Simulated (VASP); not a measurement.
**Zn6CO6F2: single point with PBE**

The system is Zn6CO6F2, a slab with vacuum.

```
Zn O C F
1.0
     5.80410    0.00000    0.00000
    -2.90205    5.48802    0.00000
     0.00000    0.00000   17.58708
Zn O C F
6 6 1 2
Direct
  0.33333 0.00000 0.05686
  0.35252 0.48648 0.10186
  0.91118 0.05773 0.13156
  0.86501 0.52146 0.11941
  0.38943 0.12049 0.21594
  0.55178 0.64012 0.25936
  0.18014 0.66620 0.06711
  0.16325 0.18488 0.04366
  0.69556 0.70756 0.15271
  0.64050 0.17365 0.13395
  0.15631 0.80616 0.26318
  0.20053 0.29265 0.20133
  0.24860 0.67609 0.28879
  0.69228 0.53330 0.33238
  0.09464 0.50014 0.33580
```

```yaml
Program: VASP 6.6.1
Task: single point
Functional: PBE
Potentials_or_basis: VASP PAW PBE potentials, release 64 (Zn, O, C, F)
Cutoff: 520 eV
k_mesh: 2 × 2 × 1
Occupations: gaussian, width 0.02 eV
Spin: no spin polarisation
```

The largest force is 0.684 eV/Å and the band gap on the k mesh is 1.42 eV (least direct gap 1.51 eV).

Forces on the atoms (eV/Å):
```
Zn  -0.039  0.109  0.044
Zn   0.058  0.027 -0.057
Zn   0.015  0.010 -0.011
Zn   0.016 -0.034 -0.026
Zn   0.064  0.075  0.091
Zn  -0.116 -0.024 -0.215
O    0.036 -0.012 -0.079
O   -0.056  0.023 -0.126
O    0.011  0.030 -0.052
O    0.005 -0.035 -0.013
O   -0.327  0.363  0.053
O   -0.079  0.115  0.018
C    0.356  0.197 -0.037
F    0.043 -0.682  0.041
F    0.011 -0.162  0.369
```

Levels at points of the mesh, in eV from the valence-band top:
| k point | band 61 | band 62 | band 63 | band 64 | band 65 | band 66 |
| --- | --- | --- | --- | --- | --- | --- |
| (0.00, 0.00, 0.00) | -0.55 | -0.32 | -0.09 | 1.42 | 3.35 | 3.70 |
| (0.50, 0.00, 0.00) | -0.49 | -0.29 | 0.00 | 2.98 | 3.38 | 3.59 |
| (0.50, 0.50, 0.00) | -0.82 | -0.29 | -0.06 | 2.93 | 3.33 | 3.77 |
| (0.00, 0.50, 0.00) | -0.71 | -0.64 | -0.11 | 2.80 | 3.31 | 3.59 |

Wall time 4 min on 1 thread of Intel(R) Xeon(R) 6975P-C (Granite Rapids), on a shared host, peak memory 0.72 GiB.

Caveat: the k points lie up to 0.61 Å⁻¹ apart.
